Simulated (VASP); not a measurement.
# ZrB2 (P6/mmm) in VASP: a series of runs

ZrB2 is run at these levels: r2SCAN+U; tasks: single point.

Program: VASP 6.6.1. These are calculated values, not measurements. Logs are shortened: lines on timing, memory, paths and dates and some standing lists are left out, and cuts for length are marked.

### Step 1. The cell of the first run

The structure is hexagonal, space group P6/mmm (No. 191). The conventional cell has a = 3.177 Å, b = 3.177 Å, c = 3.624 Å, α = 90.00°, β = 90.00°, γ = 120.00°. Zr (site symmetry 6/mmm) has 12 B at 2.58 Å and 6 Zr at 3.18 Å within 3.4 Å. Within 2.4 Å of B (site symmetry -6m2) lie 3 B at 1.83 Å.

### Step 2. Single point, r2SCAN+U

File POSCAR:

```
ZrB2
1.0
    3.1766079689      0.0000000000      0.0000000000
   -1.5883039845      2.7510231990      0.0000000000
    0.0000000000      0.0000000000      3.6244719845
Zr B
1 2
Direct
    0.0000000000      0.0000000000      0.0000000000
    0.6666666667      0.3333333333      0.5000000000
    0.3333333333      0.6666666667      0.5000000000
```

File INCAR.step1:

```
PREC     = Accurate       # precision mode
ENCUT    = 520            # plane-wave cutoff, eV
ISMEAR   = -1             # smearing method
SIGMA    = 0.05           # smearing width, eV
LREAL    = F              # projectors in reciprocal space
LASPH    = T              # aspherical terms in the spheres
NELM     = 150            # most SCF steps
LMAXMIX  = 4              # l up to which the mixer works
LDAU     = T              # DFT+U
LDAUTYPE = 2            
LDAUL    = 2 -1           # shell
LDAUU    = 6 0            # U, eV
LDAUJ    = 0 0          
NBANDS   = 16             # bands
GGA      = PE             # functional
ALGO     = Normal         # electronic algorithm
EDIFF    = 1E-4           # SCF threshold, eV
LWAVE    = T              # write WAVECAR
LCHARG   = F              # write CHGCAR
```

File INCAR.step2:

```
PREC     = Accurate       # precision mode
ENCUT    = 520            # plane-wave cutoff, eV
EDIFF    = 1E-7           # SCF threshold, eV
ISMEAR   = -1             # smearing method
SIGMA    = 0.05           # smearing width, eV
LREAL    = F              # projectors in reciprocal space
LASPH    = T              # aspherical terms in the spheres
NELM     = 150            # most SCF steps
ALGO     = Normal         # electronic algorithm
ISIF     = 2              # what is computed and relaxed
LWAVE    = F              # write WAVECAR
LCHARG   = T              # write CHGCAR
LMAXMIX  = 4              # l up to which the mixer works
LDAU     = T              # DFT+U
LDAUTYPE = 2            
LDAUL    = 2 -1           # shell
LDAUU    = 6 0            # U, eV
LDAUJ    = 0 0          
LDAUPRINT= 1            
METAGGA  = R2SCAN         # meta-GGA
LMIXTAU  = T            
LELF     = T              # ELF
LVHAR    = T            
NBANDS   = 16             # bands
ISTART   = 1
```

File KPOINTS:

```
regular mesh
0
Gamma
  10 10 8
```

Potentials or basis: VASP PAW PBE potentials, release 64 (Zr_sv, B).

Run with:

```sh
cat potpaw_PBE.64/Zr_sv/POTCAR potpaw_PBE.64/B/POTCAR > POTCAR
cp INCAR.step1 INCAR
mpirun -np 1 vasp_std > vasp.out
cp INCAR.step2 INCAR
mpirun -np 1 vasp_std > vasp.out
```

OUTCAR:

```text
PREC = Accurate
   ENCUT = 520
   EDIFF = 1E-7
   ISMEAR = -1
   LREAL = F
   LASPH = T
   NELM = 150
   ISIF = 2
   METAGGA = R2SCAN
   ISTART = 1

 ion  position               nearest neighbor table
   1  0.000  0.000  0.000-   2 2.58   3 2.58   2 2.58   3 2.58   2 2.58   2 2.58   3 2.58   3 2.58
                             2 2.58   2 2.58   3 2.58   3 2.58
   2  0.667  0.333  0.500-   3 1.83   3 1.83   3 1.83   1 2.58   1 2.58   1 2.58   1 2.58   1 2.58
                             1 2.58
   3  0.333  0.667  0.500-   2 1.83   2 1.83   2 1.83   1 2.58   1 2.58   1 2.58   1 2.58   1 2.58
                             1 2.58

  LATTYP: Found a hexagonal cell.
 ALAT       =     3.1766079689
 C/A-ratio  =     1.1409881295

  Lattice vectors:

 A1 = (   3.1766079689,   0.0000000000,   0.0000000000)
 A2 = (  -1.5883039845,   2.7510231990,   0.0000000000)
 A3 = (   0.0000000000,   0.0000000000,   3.6244719845)

Analysis of symmetry for initial positions (statically):
=====================================================================
 Subroutine PRICEL returns:
 Original cell was already a primitive cell.

 Routine SETGRP: Setting up the symmetry group for a
 hexagonal supercell.

 Subroutine GETGRP returns: Found 24 space group operations
 (whereof 24 operations were pure point group operations)
 out of a pool of 24 trial point group operations.

The static configuration has the point symmetry D_6h.

Analysis of symmetry for dynamics (positions and initial velocities):
=====================================================================
 Subroutine PRICEL returns:
 Original cell was already a primitive cell.

 Routine SETGRP: Setting up the symmetry group for a
 hexagonal supercell.

 Subroutine GETGRP returns: Found 24 space group operations
 (whereof 24 operations were pure point group operations)
 out of a pool of 24 trial point group operations.

The dynamic configuration has the point symmetry D_6h.

 Subroutine INISYM returns: Found 24 space group operations
 (whereof 24 operations are pure point group operations),
 and found     1 'primitive' translations

----------------------------------------------------------------------------------------

                                     Primitive cell

  volume of cell :      31.6740

  direct lattice vectors                    reciprocal lattice vectors
     3.176607969  0.000000000  0.000000000     0.314801200  0.181750557  0.000000000
    -1.588303984  2.751023199  0.000000000     0.000000000  0.363501115  0.000000000
     0.000000000  0.000000000  3.624471984     0.000000000  0.000000000  0.275902257

  length of vectors
     3.176607969  3.176607969  3.624471984     0.363501115  0.363501115  0.275902257

  position of ions in fractional coordinates (direct lattice)
     0.000000000  0.000000000  0.000000000
     0.666666667  0.333333333  0.500000000
     0.333333333  0.666666667  0.500000000

  ion indices of the primitive-cell ions
   primitive index   ion index
                 1           1
                 2           2
                 3           3

----------------------------------------------------------------------------------------

 KPOINTS: regular mesh

Automatic generation of k-mesh.
 Grid dimensions read from file:
 generate k-points for:   10   10    8

 Generating k-lattice:

  Cartesian coordinates                     Fractional coordinates (reciprocal lattice)
     0.031480120  0.018175056  0.000000000     0.100000000 -0.000000000  0.000000000
[... 42 lines left out ...]
   number of dos      NEDOS =    301   number of ions     NIONS =      3
   total plane-waves  NPLWV =  16128
   dimension x,y,z NGX =    24 NGY =   24 NGZ =   28
   dimension x,y,z NGXF=    48 NGYF=   48 NGZF=   56
   ions per type =               1   2
   NGX,Y,Z   is equivalent  to a cutoff of  12.56, 12.56, 12.84 a.u.
   NGXF,Y,Z  is equivalent  to a cutoff of  25.12, 25.12, 25.69 a.u.
 SYSTEM =  unknown system
   PREC   = accura    normal or accurate (medium, high low for compatibility)
   ISTART =      1    job   : 0-new  1-cont  2-samecut
   ICHARG =      0    charge: 1-file 2-atom 10-const
   ISPIN  =      1    spin polarized calculation?
   LNONCOLLINEAR =      F non collinear calculations
   LSORBIT =      F    spin-orbit coupling
   LASPH  =      T    aspherical Exc in radial PAW
   ENCUT  =  520.0 eV  38.22 Ry    6.18 a.u.   5.91  5.91  6.74*2*pi/ulx,y,z
   NELM   =    150;   NELMIN=  2; NELMDL=  0     # of ELM steps
   EDIFF  = 0.1E-06   stopping-criterion for ELM
   LREAL  =      F    real-space projection
   EDIFFG = 0.1E-05   stopping-criterion for IOM
   NSW    =      0    number of steps for IOM
   IBRION =     -1    ionic relax: 0-MD 1-quasi-New 2-CG
   NFREE  =      0    steps in history (QN), initial steepest desc. (CG)
   ISIF   =      2    stress and relaxation
   ISYM   =      2    0-nonsym 1-usesym 2-fastsym
   POTIM  = 0.5000    time-step for ionic-motion
   TEBEG  =    0.0;   TEEND  =   0.0 temperature during run
   PSTRESS=    0.0 pullay stress
   NELECT =      18.0000    total number of electrons
   NUPDOWN=      -1.0000    fix difference up-down
   EMIN   =  10.00;   EMAX   =-10.00  energy-range for DOS
   EFERMI =   0.00;   METHOD = LEGACY
   ISMEAR =    -1;   SIGMA  =   0.05  broadening in eV -4-tet -1-fermi 0-gaus
   EFERMI_NEDOS =   21; number of points for ismear=-14 and -15
   IALGO  =     38    algorithm
   IMIX   =      4    mixing-type and parameters
     AMIX     =   0.40;   BMIX     =  1.00
     AMIX_MAG =   1.60;   BMIX_MAG =  1.00
  volume/ion in A,a.u.               =      10.56        71.25
  Fermi-wavevector in a.u.,A,eV,Ry     =   1.356016  2.562499 25.018110  1.838779
  Thomas-Fermi vector in A             =   2.483055
   LORBIT       =      0    0 simple, 1 ext, 2 COOP (PROOUT), +10 PAW based schemes
 LDA+U is selected, type is set to LDAUTYPE =  2
   angular momentum for each species LDAUL =     2   -1
   U (eV)           for each species LDAUU =   6.0  0.0
   J (eV)           for each species LDAUJ =   0.0  0.0
   METAGGA = R2SCAN    functional components
   LHFCALC =     F    Hartree Fock is set to
   AEXX    =    0.0000 exact exchange contribution
   IVDW    =     0    specifies the selected vdW correction
   LEPSILON=     F    determine dielectric tensor
   LRPA    =     F    only Hartree local field effects (RPA)
 non-spin polarized calculation
  energy-cutoff  :      520.00
  volume of cell :       31.67
 maximum number of plane-waves:       865
 NGX is ok and might be reduce to    24
   NGX = 11   NGY = 11   NGZ = 13

atom =   1  type =  1  l = 2

 onsite density matrix

spin component  1

  0.1620  0.0000  0.0000  0.0000  0.0000
  0.0000  0.1365  0.0000 -0.0000  0.0000
  0.0000  0.0000  0.1303  0.0000  0.0000
  0.0000 -0.0000  0.0000  0.1365  0.0000
  0.0000  0.0000  0.0000  0.0000  0.1620

spin component  2

  0.1620  0.0000  0.0000  0.0000  0.0000
  0.0000  0.1365  0.0000 -0.0000  0.0000
  0.0000  0.0000  0.1303  0.0000  0.0000
  0.0000 -0.0000  0.0000  0.1365  0.0000
  0.0000  0.0000  0.0000  0.0000  0.1620

 occupancies and eigenvectors

  o =  0.1303  v =  0.0000 -0.0000 -1.0000  0.0000  0.0000  0.0000  0.0000  0.0000  0.0000  0.0000      0.0000  0.0000  0.0000  0.0000  0.0000  0.0000  0.0000  0.0000  0.0000  0.0000
  o =  0.1303  v =  0.0000  0.0000  0.0000  0.0000  0.0000  0.0000 -0.0000 -1.0000  0.0000  0.0000      0.0000  0.0000  0.0000  0.0000  0.0000  0.0000  0.0000  0.0000  0.0000  0.0000
  o =  0.1365  v =  0.0000 -0.3100  0.0000 -0.9507  0.0000  0.0000  0.0000  0.0000  0.0000  0.0000      0.0000  0.0000  0.0000  0.0000  0.0000  0.0000  0.0000  0.0000  0.0000  0.0000
  o =  0.1365  v =  0.0000  0.0000  0.0000  0.0000  0.0000  0.0000 -0.3100  0.0000 -0.9507  0.0000      0.0000  0.0000  0.0000  0.0000  0.0000  0.0000  0.0000  0.0000  0.0000  0.0000
  o =  0.1365  v =  0.0000 -0.9507  0.0000  0.3100  0.0000  0.0000  0.0000  0.0000  0.0000  0.0000      0.0000  0.0000  0.0000  0.0000  0.0000  0.0000  0.0000  0.0000  0.0000  0.0000
  o =  0.1365  v =  0.0000  0.0000  0.0000  0.0000  0.0000  0.0000 -0.9507  0.0000  0.3100  0.0000      0.0000  0.0000  0.0000  0.0000  0.0000  0.0000  0.0000  0.0000  0.0000  0.0000
  o =  0.1620  v =  0.0000  0.0000  0.0000  0.0000  0.0000 -0.3709  0.0000  0.0000 -0.0000  0.9287      0.0000  0.0000  0.0000  0.0000  0.0000  0.0000  0.0000  0.0000  0.0000  0.0000
  o =  0.1620  v = -0.3709  0.0000  0.0000 -0.0000  0.9287  0.0000  0.0000  0.0000  0.0000  0.0000      0.0000  0.0000  0.0000  0.0000  0.0000  0.0000  0.0000  0.0000  0.0000  0.0000
  o =  0.1620  v =  0.9287  0.0000  0.0000  0.0000  0.3709  0.0000  0.0000  0.0000  0.0000  0.0000      0.0000  0.0000  0.0000  0.0000  0.0000  0.0000  0.0000  0.0000  0.0000  0.0000
  o =  0.1620  v =  0.0000  0.0000  0.0000  0.0000  0.0000  0.9287  0.0000  0.0000  0.0000  0.3709      0.0000  0.0000  0.0000  0.0000  0.0000  0.0000  0.0000  0.0000  0.0000  0.0000

 number of electron      18.0000000 magnetization

 Free energy of the ion-electron system (eV)
  ---------------------------------------------------
  ext. energy  EPLUGINS =         0.00000000
  ---------------------------------------------------
  free energy    TOTEN  =       -36.61234920 eV

  energy without entropy =      -36.60987816  energy(sigma->0) =      -36.61111368

 E-fermi :  11.0812     XC(G=0): -13.2161

 val. band max:       11.0652068349   @ k =   0.2000   0.2000   0.1250
 cond. band min:      11.1030537871   @ k =   0.0000   0.0000   0.2500
 fundamental gap:      0.0378469522
 Fermi energy:        11.0811517928

 k-point     1 :       0.0000    0.0000    0.0000
  band No.  band energies     occupation
      1     -40.9683      2.00000
      2     -18.3634      2.00000
      3     -17.8235      2.00000
      4     -17.8235      2.00000
      5      -2.9642      2.00000
      6       7.6700      2.00000
[... 433 lines left out ...]
      3     -18.2305      2.00000
      4     -18.0734      2.00000
      5       0.7451      2.00000
      6       2.1876      2.00000
[... 8 lines left out ...]
     15      19.2339      0.00000
     16      21.3285      0.00000

 [... further k-points ...]
[... 5 lines left out ...]
  --------------------------------------------------------------------------------------
  -------------------------------------------------------------------------------------
  Total        1.6301730      1.6301730      1.2150608     -0.0000000     -0.0000000      0.0000000
  in kB       82.4596809     82.4596809     61.4618995     -0.0000000     -0.0000000      0.0000000
  external PRESSURE =      75.4604205 kB  Pullay stress =       0.0000000 kB

 VOLUME and BASIS-vectors are now :
 -----------------------------------------------------------------------------
  energy-cutoff  :      520.00
  volume of cell :       31.67
      direct lattice vectors                 reciprocal lattice vectors
     3.176607969  0.000000000  0.000000000     0.314801200  0.181750557  0.000000000
    -1.588303984  2.751023199  0.000000000     0.000000000  0.363501115  0.000000000
     0.000000000  0.000000000  3.624471984     0.000000000  0.000000000  0.275902257

 POSITION                                       TOTAL-FORCE (eV/Angst)
 -----------------------------------------------------------------------------------
      0.00000      0.00000      0.00000        -0.000000      0.000000      0.000000
      1.58830      0.91701      1.81224        -0.000000     -0.000000      0.000000
     -0.00000      1.83402      1.81224         0.000000      0.000000      0.000000
 -----------------------------------------------------------------------------------
    total drift:                               -0.000000      0.000000     -0.000000

  FREE ENERGIE OF THE ION-ELECTRON SYSTEM (eV)
  ---------------------------------------------------
  free  energy   TOTEN  =       -36.6123491982 eV

  energy  without entropy=      -36.6098781622  energy(sigma->0) =      -36.61111368
```

Wall time 100 s (1 thread of Intel Xeon Platinum 8259CL at 2.50GHz (Skylake/Cascade Lake), shared host); peak memory 0.17 GiB.

Results:

| Property | Result |
| --- | --- |
| Free energy | -36.6123 eV |
| Pressure | 7.5 GPa |
| Band gap on the k mesh | zero (band 9 reaches 12.16 eV, above the bottom of band 10 at 10.86 eV) |

Eigenvalues of the final occupation matrices:
```
    site  spin  trace               eigenvalues
site 1 d     1   0.73  0.13 0.14 0.14 0.16 0.16
site 1 d     2   0.73  0.13 0.14 0.14 0.16 0.16
```

Caveat: the PAW data sets were made with another functional, which shifts forces and pressure a little; U without spin polarisation on a metal has little footing; the U is typed as a test and isn't derived for this compound.

### Step 3. Single point, r2SCAN+U

This run uses another cell than the first one, of 10.68 Å³/atom, 1.011 times its volume.

File POSCAR:

```
ZrB2
1.0
    3.1823728086      0.0000000000      0.0000000000
   -1.5911864043      2.7560156965      0.0000000000
    0.0000000000      0.0000000000      3.6526185871
Zr B
1 2
Direct
    0.0000000000      0.0000000000      0.0000000000
    0.6666666667      0.3333333333      0.5000000000
    0.3333333333      0.6666666667      0.5000000000
```

File INCAR.step1:

```
ALGO = Normal
EDIFF = 1E-4
ENCUT = 520
GGA = PE
ISMEAR = -1
LASPH = T
LCHARG = F
LDAU = T
LDAUJ = 0 0
LDAUL = 2 -1
LDAUTYPE = 2
LDAUU = 8 0
LMAXMIX = 4
LREAL = F
LWAVE = T
NBANDS = 16
NELM = 150
PREC = Accurate
SIGMA = 0.05
```

File INCAR.step2:

```
ALGO = Normal
EDIFF = 1E-6
ENCUT = 520
ISIF = 2
ISMEAR = -1
ISTART = 1
LASPH = T
LCHARG = T
LDAU = T
LDAUJ = 0 0
LDAUL = 2 -1
LDAUPRINT = 1
LDAUTYPE = 2
LDAUU = 8 0
LELF = T
LMAXMIX = 4
LMIXTAU = T
LREAL = F
LVHAR = T
LWAVE = F
METAGGA = R2SCAN
NBANDS = 16
NELM = 150
PREC = Accurate
SIGMA = 0.05
```

File KPOINTS:

```
k-points
0
Gamma
  10 10 8
```

Potentials or basis: VASP PAW PBE potentials, release 64 (Zr_sv, B).

Run with:

```sh
cat potpaw_PBE.64/Zr_sv/POTCAR potpaw_PBE.64/B/POTCAR > POTCAR
cp INCAR.step1 INCAR
mpirun -np 1 vasp_std > vasp.out
cp INCAR.step2 INCAR
mpirun -np 1 vasp_std > vasp.out
```

Wall time 80 s (1 thread of Intel Xeon Platinum 8259CL at 2.50GHz (Skylake/Cascade Lake), shared host); peak memory 0.17 GiB.

It converged, with:

* Free energy: -35.4258 eV
* Pressure: 9.3 GPa
* Band gap on the k mesh: zero (band 9 reaches 12.44 eV, above the bottom of band 10 at 11.01 eV)

Stress tensor (GPa, compression positive):
```
10.41  0.00  0.00
 0.00 10.41  0.00
 0.00  0.00  7.19
```

Levels at points of the mesh, in eV from the Fermi level:
| k point | band 5 | band 6 | band 7 | band 8 | band 9 | band 10 | band 11 | band 12 | band 13 | band 14 |
| --- | --- | --- | --- | --- | --- | --- | --- | --- | --- | --- |
| (0.00, 0.00, 0.00) | -14.19 | -3.68 | -2.78 | -2.69 | -2.69 | 4.28 | 4.28 | 4.28 | 4.40 | 4.40 |
| (0.50, 0.00, 0.00) | -9.91 | -9.89 | -4.20 | -3.77 | -2.55 | 1.36 | 3.09 | 5.10 | 5.29 | 5.80 |
| (0.00, 0.00, 0.50) | -12.37 | -8.31 | -1.42 | -1.42 | 0.97 | 0.97 | 1.27 | 1.27 | 1.99 | 4.62 |
| (0.50, 0.00, 0.50) | -10.78 | -8.24 | -4.83 | -4.54 | -3.31 | 3.39 | 4.11 | 6.16 | 6.45 | 7.02 |

Eigenvalues of the final occupation matrices:
```csv
site,spin,trace,eigenvalues
site 1 d,1,0.68,0.12 0.12 0.12 0.15 0.15
site 1 d,2,0.68,0.12 0.12 0.12 0.15 0.15
```

Caveat: the PAW data sets were made with another functional, which shifts forces and pressure a little; U without spin polarisation on a metal has little footing; the U is typed as a test and isn't derived for this compound.
